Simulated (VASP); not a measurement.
# Mo (Fd-3m) in VASP: a series of runs

Mo is run at these levels: PBEsol; tasks: single point, relaxation of cell and atoms.

All numbers are computed with VASP 6.6.1; they aren't measurements. Logs are shortened: lines on timing, memory, paths and dates and some standing lists are left out, and cuts for length are marked.

**1. The cell of the first run**

The structure is cubic, space group Fd-3m (No. 227). The conventional cell has a = 5.613 Å, b = 5.613 Å, c = 5.613 Å, α = 90.00°, β = 90.00°, γ = 90.00°. Mo (site symmetry -43m) has 4 Mo at 2.43 Å within 3.2 Å.

**2. Single point, PBEsol**

INCAR

```
SYSTEM = Mo
  PREC = Accurate
  ENCUT = 520
  EDIFF = 1E-6
  ISMEAR = -1
  SIGMA = 0.1
  LREAL = .False.
  LASPH = .True.
  NELM = 60
  ALGO = Normal
  ISIF = 2
  LWAVE = .False.
  LCHARG = .False.
  GGA = PS
  NBANDS = 21
```

KPOINTS

```
regular mesh
0
Gamma
  11 11 11
  0 0 0
```

POSCAR

```
Mo
1.0
    0.0000000000      2.8063407039      2.8063407039
    2.8063407039      0.0000000000      2.8063407039
    2.8063407039      2.8063407039      0.0000000000
Mo
2
Direct
    0.1250000000      0.1250000000      0.1250000000
    0.8750000000      0.8750000000      0.8750000000
```

Potentials or basis: VASP PAW PBE potentials, release 64 (Mo_sv).

Launch:

```bash
$ cat potpaw_PBE.64/Mo_sv/POTCAR > POTCAR
$ mpirun -np 1 vasp_std > vasp.out
```

OUTCAR:

```text
SYSTEM = Mo
   PREC = Accurate
   ENCUT = 520
   EDIFF = 1E-6
   ISMEAR = -1
   LREAL = .False.
   LASPH = .True.
   NELM = 60
   ISIF = 2
   GGA = PS

 ion  position               nearest neighbor table
   1  0.125  0.125  0.125-   2 2.43   2 2.43   2 2.43   2 2.43
   2  0.875  0.875  0.875-   1 2.43   1 2.43   1 2.43   1 2.43

  LATTYP: Found a face centered cubic cell.
 ALAT       =     5.6126814078

  Lattice vectors:

 A1 = (   0.0000000000,   2.8063407039,   2.8063407039)
 A2 = (   2.8063407039,   0.0000000000,   2.8063407039)
 A3 = (   2.8063407039,   2.8063407039,   0.0000000000)

Analysis of symmetry for initial positions (statically):
=====================================================================
 Subroutine PRICEL returns:
 Original cell was already a primitive cell.

 Routine SETGRP: Setting up the symmetry group for a
 face centered cubic supercell.

 Subroutine GETGRP returns: Found 48 space group operations
 (whereof 12 operations were pure point group operations)
 out of a pool of 48 trial point group operations.

The static configuration has the point symmetry D_3d.
 The point group associated with its full space group is O_h .

Analysis of symmetry for dynamics (positions and initial velocities):
=====================================================================
 Subroutine PRICEL returns:
 Original cell was already a primitive cell.

 Routine SETGRP: Setting up the symmetry group for a
 face centered cubic supercell.

 Subroutine GETGRP returns: Found 48 space group operations
 (whereof 12 operations were pure point group operations)
 out of a pool of 48 trial point group operations.

The dynamic configuration has the point symmetry D_3d.
 The point group associated with its full space group is O_h .

 Subroutine INISYM returns: Found 48 space group operations
 (whereof 12 operations are pure point group operations),
 and found     1 'primitive' translations

----------------------------------------------------------------------------------------

                                     Primitive cell

  volume of cell :      44.2029

  direct lattice vectors                    reciprocal lattice vectors
     0.000000000  2.806340704  2.806340704    -0.178167961  0.178167961  0.178167961
     2.806340704  0.000000000  2.806340704     0.178167961 -0.178167961  0.178167961
     2.806340704  2.806340704  0.000000000     0.178167961  0.178167961 -0.178167961

  length of vectors
     3.968765084  3.968765084  3.968765084     0.308595960  0.308595960  0.308595960

  position of ions in fractional coordinates (direct lattice)
     0.125000000  0.125000000  0.125000000
     0.875000000  0.875000000  0.875000000

  ion indices of the primitive-cell ions
   primitive index   ion index
                 1           1
                 2           2

----------------------------------------------------------------------------------------

 KPOINTS: regular mesh

Automatic generation of k-mesh.
 Grid dimensions read from file:
 generate k-points for:   11   11   11

 Generating k-lattice:

  Cartesian coordinates                     Fractional coordinates (reciprocal lattice)
    -0.016197087  0.016197087  0.016197087     0.090909091  0.000000000  0.000000000
     0.016197087 -0.016197087  0.016197087     0.000000000  0.090909091  0.000000000
     0.016197087  0.016197087 -0.016197087     0.000000000  0.000000000  0.090909091

  Length of vectors
     0.028054178  0.028054178  0.028054178

  Shift w.r.t. Gamma in fractional coordinates (k-lattice)
     0.000000000  0.000000000  0.000000000

 Subroutine IBZKPT returns following result:
 ===========================================

 Found     56 irreducible k-points:

 Following reciprocal coordinates:
            Coordinates               Weight
  0.000000  0.000000  0.000000      1.000000
  0.090909  0.000000  0.000000      8.000000
  0.181818  0.000000  0.000000      8.000000
  0.272727  0.000000  0.000000      8.000000
  0.363636  0.000000  0.000000      8.000000
  0.454545  0.000000  0.000000      8.000000
[... 16 lines left out ...]
 -0.272727  0.181818  0.000000     24.000000
 -0.181818  0.181818  0.000000     12.000000
 [... further k-points ...]
   k-points           NKPTS =     56   k-points in BZ     NKDIM =     56   number of bands    NBANDS=     21
   number of dos      NEDOS =    301   number of ions     NIONS =      2
   total plane-waves  NPLWV =  27000
   dimension x,y,z NGX =    30 NGY =   30 NGZ =   30
   dimension x,y,z NGXF=    60 NGYF=   60 NGZF=   60
   ions per type =               2
   NGX,Y,Z   is equivalent  to a cutoff of  12.57, 12.57, 12.57 a.u.
   NGXF,Y,Z  is equivalent  to a cutoff of  25.13, 25.13, 25.13 a.u.
 SYSTEM =  Mo
   PREC   = accura    normal or accurate (medium, high low for compatibility)
   ISTART =      0    job   : 0-new  1-cont  2-samecut
   ICHARG =      2    charge: 1-file 2-atom 10-const
   ISPIN  =      1    spin polarized calculation?
[... 33 lines left out ...]
   IVDW    =     0    specifies the selected vdW correction
   LEPSILON=     F    determine dielectric tensor
   LRPA    =     F    only Hartree local field effects (RPA)
 non-spin polarized calculation
  energy-cutoff  :      520.00
  volume of cell :       44.20
 maximum number of plane-waves:      1243
 NGX is ok and might be reduce to    30
   NGX = 15   NGY = 15   NGZ = 15

 number of electron      27.9999999 magnetization

 Free energy of the ion-electron system (eV)
  ---------------------------------------------------
  ext. energy  EPLUGINS =         0.00000000
  ---------------------------------------------------
  free energy    TOTEN  =       -18.83268901 eV

  energy without entropy =      -18.74675640  energy(sigma->0) =      -18.78972270

 E-fermi :   7.1791     XC(G=0): -11.2154

 val. band max:        7.1726925307   @ k =  -0.4545   0.4545   0.0909
 cond. band min:       7.1795371095   @ k =   0.3636   0.2727   0.0909
 fundamental gap:      0.0068445787
 Fermi energy:         7.1790718424

 k-point     1 :       0.0000    0.0000    0.0000
  band No.  band energies     occupation
      1     -53.2253      2.00000
      2     -52.4431      2.00000
      3     -27.6740      2.00000
      4     -27.6740      2.00000
      5     -27.6740      2.00000
      6     -26.4477      2.00000
[... 13 lines left out ...]
     20      18.6304      0.00000
     21      19.4286      0.00000

 k-point     2 :       0.0909    0.0000    0.0000
  band No.  band energies     occupation
      1     -53.2139      2.00000
      2     -52.4554      2.00000
      3     -27.6868      2.00000
      4     -27.6868      2.00000
      5     -27.6733      2.00000
      6     -26.4480      2.00000
[... 13 lines left out ...]
     20      17.9389      0.00000
     21      19.4949      0.00000

 k-point     3 :       0.1818    0.0000    0.0000
  band No.  band energies     occupation
      1     -53.1813      2.00000
      2     -52.4903      2.00000
      3     -27.7200      2.00000
      4     -27.7200      2.00000
      5     -27.6722      2.00000
      6     -26.4481      2.00000
[... 13 lines left out ...]
     20      17.2207      0.00000
     21      18.2383      0.00000

 k-point     4 :       0.2727    0.0000    0.0000
  band No.  band energies     occupation
      1     -53.1328      2.00000
      2     -52.5418      2.00000
      3     -27.7608      2.00000
      4     -27.7608      2.00000
      5     -27.6719      2.00000
      6     -26.4467      2.00000
[... 13 lines left out ...]
     20      15.5814      0.00000
     21      17.2934      0.00000

 k-point     5 :       0.3636    0.0000    0.0000
  band No.  band energies     occupation
      1     -53.0794      2.00000
      2     -52.5980      2.00000
      3     -27.7961      2.00000
      4     -27.7961      2.00000
      5     -27.6729      2.00000
      6     -26.4440      2.00000
[... 13 lines left out ...]
     20      13.5997      0.00000
     21      17.1252      0.00000
[... 382 lines left out ...]
     20      12.0153      0.00000
     21      15.7665      0.00000

 k-point    22 :      -0.3636    0.1818    0.0000
  band No.  band energies     occupation
      1     -53.0126      2.00000
      2     -52.6675      2.00000
      3     -27.9391      2.00000
      4     -27.8366      2.00000
      5     -27.4875      2.00000
      6     -26.6231      2.00000
[... 13 lines left out ...]
     20      12.6349      0.00000
     21      15.6098      0.00000

 k-point    23 :      -0.2727    0.1818    0.0000
  band No.  band energies     occupation
      1     -53.0613      2.00000
      2     -52.6169      2.00000
      3     -27.9094      2.00000
      4     -27.7993      2.00000
      5     -27.5306      2.00000
      6     -26.5819      2.00000
[... 13 lines left out ...]
     20      14.2678      0.00000
     21      15.8014      0.00000

 k-point    24 :      -0.1818    0.1818    0.0000
  band No.  band energies     occupation
      1     -53.1144      2.00000
      2     -52.5612      2.00000
      3     -27.8541      2.00000
      4     -27.7587      2.00000
      5     -27.5846      2.00000
      6     -26.5314      2.00000
[... 13 lines left out ...]
     20      16.1773      0.00000
     21      16.3780      0.00000

 [... further k-points ...]
[... 5 lines left out ...]
  --------------------------------------------------------------------------------------
  -------------------------------------------------------------------------------------
  Total        0.1435019      0.1435019      0.1435019     -0.0000000     -0.0000000      0.0000000
  in kB        5.2013623      5.2013623      5.2013623     -0.0000000     -0.0000000      0.0000000
  external PRESSURE =       5.2013623 kB  Pullay stress =       0.0000000 kB

 VOLUME and BASIS-vectors are now :
 -----------------------------------------------------------------------------
  energy-cutoff  :      520.00
  volume of cell :       44.20
      direct lattice vectors                 reciprocal lattice vectors
     0.000000000  2.806340704  2.806340704    -0.178167961  0.178167961  0.178167961
     2.806340704  0.000000000  2.806340704     0.178167961 -0.178167961  0.178167961
     2.806340704  2.806340704  0.000000000     0.178167961  0.178167961 -0.178167961

 POSITION                                       TOTAL-FORCE (eV/Angst)
 -----------------------------------------------------------------------------------
      0.70159      0.70159      0.70159         0.000000      0.000000      0.000000
      4.91110      4.91110      4.91110        -0.000000     -0.000000     -0.000000
 -----------------------------------------------------------------------------------
    total drift:                               -0.000000      0.000000      0.000000

  FREE ENERGIE OF THE ION-ELECTRON SYSTEM (eV)
  ---------------------------------------------------
  free  energy   TOTEN  =       -18.8326890110 eV

  energy  without entropy=      -18.7467563973  energy(sigma->0) =      -18.78972270
```

Wall time 40 s (1 thread of Intel Xeon Platinum 8375C at 2.90GHz (Ice Lake), shared host); peak memory 0.19 GiB.

What came out:

```yaml
Free_energy: -18.8327 eV
Pressure: 0.5 GPa
Band_gap_on_the_k_mesh: zero (band 14 reaches 7.41 eV, above the bottom of band 15 at 6.97 eV)
```

Caveat: the PAW data sets were made with another functional, which shifts forces and pressure a little.

**3. Single point, PBEsol (volume scaled by 1.04)**

INCAR

```
  PREC = Accurate
  ENCUT = 520
  EDIFF = 1E-6
  ISMEAR = -1
  SIGMA = 0.1
  LREAL = F
  LASPH = T
  NELM = 60
  ALGO = Normal
  ISIF = 2
  LWAVE = F
  LCHARG = T
  GGA = PS
  LELF = T
  LVHAR = T
  NBANDS = 21
```

KPOINTS

```
regular mesh
0
Gamma
  11 11 11
```

POSCAR

```
Mo
1.0
    0.0000000000      2.8432704744      2.8432704744
    2.8432704744      0.0000000000      2.8432704744
    2.8432704744      2.8432704744      0.0000000000
Mo
2
Direct
    0.1250000000      0.1250000000      0.1250000000
    0.8750000000      0.8750000000      0.8750000000
```

Potentials or basis: VASP PAW PBE potentials, release 64 (Mo_sv).

Launch:

```bash
$ cat potpaw_PBE.64/Mo_sv/POTCAR > POTCAR
$ mpirun -np 1 vasp_std > vasp.out
```

Run time: 42 s. Hardware: 1 thread of Intel Xeon Platinum 8375C at 2.90GHz (Ice Lake), shared host; peak memory 0.18 GiB.

Results (log left out):

```
Free energy            : -18.8146 eV
Pressure               : -3.8 GPa
Band gap on the k mesh : zero (band 14 reaches 6.97 eV, above the bottom of band 15 at 6.52 eV)
```

Levels at points of the mesh, in eV from the Fermi level:
| k point | band 11 | band 12 | band 13 | band 14 | band 15 | band 16 | band 17 | band 18 |
| --- | --- | --- | --- | --- | --- | --- | --- | --- |
| (0.00, 0.00, 0.00) | -2.20 | -1.31 | -1.31 | -1.31 | 1.32 | 1.32 | 1.32 | 4.38 |

Caveat: the cell differs from its parent crystal (volume scaled by 1.04); the PAW data sets were made with another functional, which shifts forces and pressure a little.

**4. Single point, PBEsol (volume scaled by 1.08)**

INCAR

```
SYSTEM = Mo
PREC = Accurate
ENCUT = 520
EDIFF = 1E-6
ISMEAR = -1
SIGMA = 0.1
LREAL = .FALSE.
LASPH = .TRUE.
NELM = 100
ALGO = Normal
ISIF = 2
LWAVE = .FALSE.
LCHARG = .TRUE.
GGA = PS
LELF = .TRUE.
LVHAR = .TRUE.
NBANDS = 21
```

KPOINTS

```
Automatic mesh
0
G
  11 11 11
  0 0 0
```

POSCAR

```
Mo
1.0
    0.0000000000      2.8792650611      2.8792650611
    2.8792650611      0.0000000000      2.8792650611
    2.8792650611      2.8792650611      0.0000000000
Mo
2
Direct
    0.1250000000      0.1250000000      0.1250000000
    0.8750000000      0.8750000000      0.8750000000
```

Launch:

```bash
$ cat potpaw_PBE.64/Mo_sv/POTCAR > POTCAR
$ mpirun -np 1 vasp_std > vasp.out
```

Wall time 47 s (1 thread of Intel Xeon Platinum 8375C at 2.90GHz (Ice Lake), shared host); peak memory 0.19 GiB.

The run converged. Its results:

* Free energy: -18.7530 eV
* Pressure: -7.4 GPa
* Band gap on the k mesh: zero (band 14 reaches 6.56 eV, above the bottom of band 15 at 6.10 eV)

Levels at points of the mesh, in eV from the Fermi level:
| k point | band 12 | band 13 | band 14 | band 15 | band 16 | band 17 |
| --- | --- | --- | --- | --- | --- | --- |
| (0.00, 0.00, 0.00) | -1.25 | -1.25 | -1.25 | 1.28 | 1.28 | 1.28 |

Caveat: the cell differs from its parent crystal (volume scaled by 1.08); the PAW data sets were made with another functional, which shifts forces and pressure a little.

**5. Single point, PBEsol (volume scaled by 1.12)**

INCAR, as its differences from that of step 4:

```diff
@@ -8,3 +8,3 @@
 LASPH = .TRUE.
-NELM = 100
+NELM = 80
 ALGO = Normal
```

KPOINTS is that of step 4.

POSCAR

```
Mo
1.0
    0.0000000000      2.9143815105      2.9143815105
    2.9143815105      0.0000000000      2.9143815105
    2.9143815105      2.9143815105      0.0000000000
Mo
2
Direct
    0.1250000000      0.1250000000      0.1250000000
    0.8750000000      0.8750000000      0.8750000000
```

Launch:

```bash
$ cat potpaw_PBE.64/Mo_sv/POTCAR > POTCAR
$ mpirun -np 1 vasp_std > vasp.out
```

Wall time 40 s (1 thread of Intel Xeon Platinum 8375C at 2.90GHz (Ice Lake), shared host); peak memory 0.19 GiB.

Results (log left out):

| Quantity | Value |
| --- | --- |
| Free energy | -18.6558 eV |
| Pressure | -10.3 GPa |
| Band gap on the k mesh | zero (band 14 reaches 6.18 eV, above the bottom of band 15 at 5.71 eV) |

Levels at points of the mesh, in eV from the Fermi level:
| k point | band 10 | band 11 | band 12 | band 13 | band 14 | band 15 | band 16 | band 17 | band 18 | band 19 |
| --- | --- | --- | --- | --- | --- | --- | --- | --- | --- | --- |
| (0.00, 0.00, 0.00) | -1.92 | -1.92 | -1.20 | -1.20 | -1.20 | 1.25 | 1.25 | 1.25 | 4.02 | 4.02 |

Caveat: the cell differs from its parent crystal (volume scaled by 1.12); the PAW data sets were made with another functional, which shifts forces and pressure a little.

**6. Relaxation of cell and atoms, PBEsol**

This run uses another cell than the first one, of 21.04 Å³/atom, 0.952 times its volume.

INCAR

```
  ALGO = Normal
  EDIFF = 1E-6
  EDIFFG = -0.01
  ENCUT = 600
  GGA = PS
  IBRION = 2
  ISIF = 3
  ISMEAR = -1
  LASPH = True
  LCHARG = False
  LREAL = False
  LWAVE = False
  NELM = 60
  NSW = 80
  PREC = Accurate
  SIGMA = 0.1
```

KPOINTS

```
k-points
0
Gamma
  10 10 10
```

POSCAR

```
Mo
1.0
    0.0000000000      2.7608283082      2.7608283082
    2.7608283082      0.0000000000      2.7608283082
    2.7608283082      2.7608283082      0.0000000000
Mo
2
Direct
    0.1250000000      0.1250000000      0.1250000000
    0.8750000000      0.8750000000      0.8750000000
```

Potentials or basis: VASP PAW PBE potentials, release 64 (Mo_sv).

Launch:

```bash
$ cat potpaw_PBE.64/Mo_sv/POTCAR > POTCAR
$ mpirun -np 1 vasp_std > vasp.out
```

Wall time 79 s (1 thread of Intel Xeon Platinum 8375C at 2.90GHz (Ice Lake), shared host); peak memory 0.2 GiB.

Results (log left out):

```yaml
Free_energy: -18.8314 eV
Relaxed_volume: 22.18 Å³/atom
Relaxed_cell: a = 3.974 Å, b = 3.974 Å, c = 3.974 Å, α = 60.00°, β = 60.00°, γ = 60.00°
Space_group_after_relaxing_to_0.05_Å: Fd-3m (No. 227)
Energy_gained_by_relaxing: 23.6 meV/atom
Ionic_steps: 4
Pressure_after_relaxing: 0.0 GPa
Band_gap_on_the_k_mesh: zero (band 14 reaches 7.38 eV, above the bottom of band 15 at 6.91 eV)
```

The path:
```csv
step,energy change (eV),largest force (eV/Å),pressure (GPa),volume (Å³)
1,0.0000,0.0000,6.91,42.09
2,0.0415,0.0000,-7.62,47.86
3,-0.0471,0.0000,-0.12,44.41
4,-0.0471,0.0000,-0.03,44.37
```

Final structure:
```yaml
crystal:
  lattice:
    - [0.00000, 2.80980, 2.80980]
    - [2.80980, 0.00000, 2.80980]
    - [2.80980, 2.80980, 0.00000]
  atoms:
    - { symbol: Mo, position: [0.12500, 0.12500, 0.12500] }
    - { symbol: Mo, position: [0.87500, 0.87500, 0.87500] }
```

Levels at points of the mesh, in eV from the Fermi level:
| k point | band 10 | band 11 | band 12 | band 13 | band 14 | band 15 | band 16 | band 17 | band 18 |
| --- | --- | --- | --- | --- | --- | --- | --- | --- | --- |
| (0.00, 0.00, 0.00) | -2.34 | -2.34 | -1.36 | -1.36 | -1.36 | 1.36 | 1.36 | 1.36 | 4.57 |
| (0.50, 0.00, 0.00) | -2.20 | -2.08 | -2.08 | -1.65 | -1.65 | 0.39 | 2.39 | 2.39 | 3.81 |
| (0.50, 0.50, 0.00) | -3.18 | -1.60 | -1.60 | 0.05 | 0.05 | 0.56 | 0.56 | 4.13 | 4.13 |

Caveat: the PAW data sets were made with another functional, which shifts forces and pressure a little.

**7. Single point, PBEsol**

INCAR

```
PREC = Accurate
ENCUT = 520
EDIFF = 1E-7
ISMEAR = -1
SIGMA = 0.1
LREAL = False
LASPH = True
NELM = 100
ALGO = Normal
ISIF = 2
LWAVE = False
LCHARG = False
GGA = PS
NBANDS = 21
```

KPOINTS

```
Automatic mesh
0
Gamma
  16 16 16
```

POSCAR

```
Mo
1.0
    0.0000000000      2.8063407039      2.8063407039
    2.8063407039      0.0000000000      2.8063407039
    2.8063407039      2.8063407039      0.0000000000
Mo
2
Direct
    0.1250000000      0.1250000000      0.1250000000
    0.8750000000      0.8750000000      0.8750000000
```

Launch:

```bash
$ cat potpaw_PBE.64/Mo_sv/POTCAR > POTCAR
$ mpirun -np 1 vasp_std > vasp.out
```

Run time: 1.8 min. Hardware: 1 thread of Intel Xeon Platinum 8375C at 2.90GHz (Ice Lake), shared host; peak memory 0.24 GiB.

It converged, with:

- Free energy: -18.8330 eV
- Pressure: 0.5 GPa
- Band gap on the k mesh: zero (band 14 reaches 7.44 eV, above the bottom of band 15 at 6.91 eV)

Levels at points of the mesh, in eV from the Fermi level:
| k point | band 12 | band 13 | band 14 | band 15 | band 16 | band 17 |
| --- | --- | --- | --- | --- | --- | --- |
| (0.00, 0.00, 0.00) | -1.37 | -1.37 | -1.37 | 1.36 | 1.36 | 1.36 |
| (0.50, 0.00, 0.00) | -2.10 | -1.67 | -1.67 | 0.39 | 2.39 | 2.39 |
| (0.50, 0.50, 0.00) | -1.62 | 0.05 | 0.05 | 0.55 | 0.55 | 4.14 |

Caveat: the PAW data sets were made with another functional, which shifts forces and pressure a little.

**8. Summary**

```tsv
task	cell	k mesh	cutoff (eV)	gap on the mesh (eV)	pressure (GPa)
single point	a = 3.969 Å, angles 60.0°, 2 atoms	11 × 11 × 11	520	none	0.5
single point	a = 4.021 Å, angles 60.0°, 2 atoms	11 × 11 × 11	520	none	-3.8
single point	a = 4.072 Å, angles 60.0°, 2 atoms	11 × 11 × 11	520	none	-7.4
single point	a = 4.122 Å, angles 60.0°, 2 atoms	11 × 11 × 11	520	none	-10.3
relaxation of cell and atoms	relaxed from a = 3.904 Å, angles 60.0°, 2 atoms	10 × 10 × 10	600	none	0.0
single point	a = 3.969 Å, angles 60.0°, 2 atoms	16 × 16 × 16	520	none	0.5
```

Alike in all rows: level PBEsol; potentials or basis VASP PAW PBE potentials, release 64 (Mo_sv); no spin polarisation; smearing fermi-dirac 0.1 eV.

Caveats: the PAW data sets were made with another functional, which shifts forces and pressure a little.

Total energies depend on the potentials used, so only differences within one code and one set of settings carry meaning.
